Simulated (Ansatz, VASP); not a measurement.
# Two plane-wave programs on MgO

The input INCAR:

```
PREC = Accurate
ENCUT = 520
EDIFF = 1E-6
ISMEAR = 0
SIGMA = 0.05
LREAL = F
LASPH = T
NELM = 60
ALGO = Normal
ISIF = 2
LWAVE = F
LCHARG = T
GGA = PS
LELF = T
LVHAR = T
NBANDS = 26
```

KPOINTS

```
Automatic mesh
0
Gamma
  6 6 6
```

File POSCAR:

```
MgO
1.0
    4.2349229058     -0.0410448149     -0.0210037258
    0.0410448149     -4.3603791024     -0.0388561645
    0.0210037258     -0.0388561645     -4.2080837446
Mg O
4 4
Direct
   -0.0028675301      0.5014502209      0.4634539808
    0.5102796100      0.0274410929      0.5243690999
    0.4809206898      0.5649877501      0.0051508134
    0.0195437045     -0.0683863852      0.0030315634
    0.4831737890     -0.0361475139     -0.0530522958
    0.0162404431      0.4811726605      0.0298188172
    0.0339733623      0.0094749748      0.5073733462
    0.4587359314      0.5200071999      0.5198546750
```

Input for Ansatz:

```yaml
crystal:
  lattice:
    - [4.2349229058, -0.0410448149, -0.0210037258]
    - [0.0410448149, -4.3603791024, -0.0388561645]
    - [0.0210037258, -0.0388561645, -4.2080837446]
  atoms:
    - { symbol: Mg, position: [-0.0028675301, 0.5014502209, 0.4634539808] }
    - { symbol: Mg, position: [0.51027961, 0.0274410929, 0.5243690999] }
    - { symbol: Mg, position: [0.4809206898, 0.5649877501, 0.0051508134] }
    - { symbol: Mg, position: [0.0195437045, -0.0683863852, 0.0030315634] }
    - { symbol: O, position: [0.483173789, -0.0361475139, -0.0530522958] }
    - { symbol: O, position: [0.0162404431, 0.4811726605, 0.0298188172] }
    - { symbol: O, position: [0.0339733623, 0.0094749748, 0.5073733462] }
    - { symbol: O, position: [0.4587359314, 0.5200071999, 0.519854675] }
basis:
  ecutwfc: 420
kpoints:
  mp_grid: { grid: [6, 6, 6] }
hamiltonian:
  xc: pbesol
scf:
  occupations: { method: gaussian, width: 0.05 }
output:
  forces: true
  stress: true
  eigenvalues: true
```

Change from the starting cell: all atoms moved at random (sigma 0.15 Å a component), cell strained at random (sigma 0.01).

Alike in both runs: task single point; functional PBEsol; k mesh 6 × 6 × 6; occupations gaussian, width 0.05 eV; no spin polarisation.

|  | VASP | Ansatz |
| --- | --- | --- |
| version | VASP 6.6.1 | Ansatz 0.2.0 |
| potentials or method | VASP PAW PBE potentials, release 64 (Mg, O), cutoff 520 eV | scalar-relativistic, plane waves, PAW |
| valence electrons in the cell | 32 | 64 |

|  | VASP | Ansatz | Ansatz less VASP |
| --- | --- | --- | --- |
| gap on the k mesh at the Fermi level (eV) | 3.91 | 3.91 | +0.001 |
| least direct gap on the mesh (eV) | 3.91 | 3.91 | +0.001 |
| pressure (GPa) | 8.8 | 8.9 | +0.13 |
| traceless stress, the component that is largest in VASP (GPa) | -6.32 | -6.13 | +0.188 |
| rms of the force components (eV/Å) | 1.964 | 1.930 | -0.0345 |

VASP's potentials were made for PBE, not for PBEsol. Atom by atom the forces differ by 0.036 eV/Å (rms over components). VASP's potentials hold 32 valence electrons a cell and Ansatz's 64, so a difference there can come from the potentials and not from the codes.
